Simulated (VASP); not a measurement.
Set up this calculation in VASP 6.6.1, as the native input.

- Task: single point
- Functional: PBEsol
- Potentials or basis: VASP PAW PBE potentials, release 64 (Bi_d, Te)
- Cutoff: 520 eV
- k mesh: 6 × 6 × 6
- Occupations: fermi-dirac, width 0.02 eV
- Spin: no spin polarisation
- Dipole correction: no
- Further INCAR settings: ALGO = Normal; EDIFF = 1e-06; NBANDS = 32

The structure of Bi2Te3 (Tellurobismuthite) lies in POSCAR:

```
Bi2Te3
1.0
    2.1902991127      1.2645697823     10.1050393792
   -2.1902991127      1.2645697823     10.1050393792
    0.0000000000     -2.5291395646     10.1050393792
Bi Te
2 3
Direct
    0.3998190621      0.3998190621      0.3998190621
    0.6001809379      0.6001809379      0.6001809379
    0.0000000000      0.0000000000      0.0000000000
    0.2099205013      0.2099205013      0.2099205013
    0.7900794987      0.7900794987      0.7900794987
```

One way to write it, as run:

INCAR

```
SYSTEM = Bi2Te3
ALGO = Normal ; EDIFF = 1E-6
ENCUT = 520 ; GGA = PS
ISIF = 2 ; ISMEAR = -1
LASPH = .True. ; LCHARG = .False.
LREAL = .False. ; LWAVE = .False.
NBANDS = 32 ; NELM = 80
PREC = Accurate ; SIGMA = 0.02
```

KPOINTS

```
k-points
0
Gamma
  6 6 6
  0 0 0
```

Potentials or basis: VASP PAW PBE potentials, release 64 (Bi_d, Te).

Launch:

```sh
$ cat potpaw_PBE.64/Bi_d/POTCAR potpaw_PBE.64/Te/POTCAR > POTCAR
$ mpirun -np 1 vasp_std > vasp.out
```

Results of the run:

```
Pressure               : 0.0 GPa
Largest force          : 0.018 eV/Å
Band gap on the k mesh : 0.21 eV, direct
```

Caveat: the PAW data sets were made with another functional, which shifts forces and pressure a little; spin-orbit coupling is left out, which moves the levels of the heavy elements.

Run time: 6.7 min on 1 thread of Intel(R) Xeon(R) 6975P-C (Granite Rapids) (shared host), peak memory 0.95 GiB.
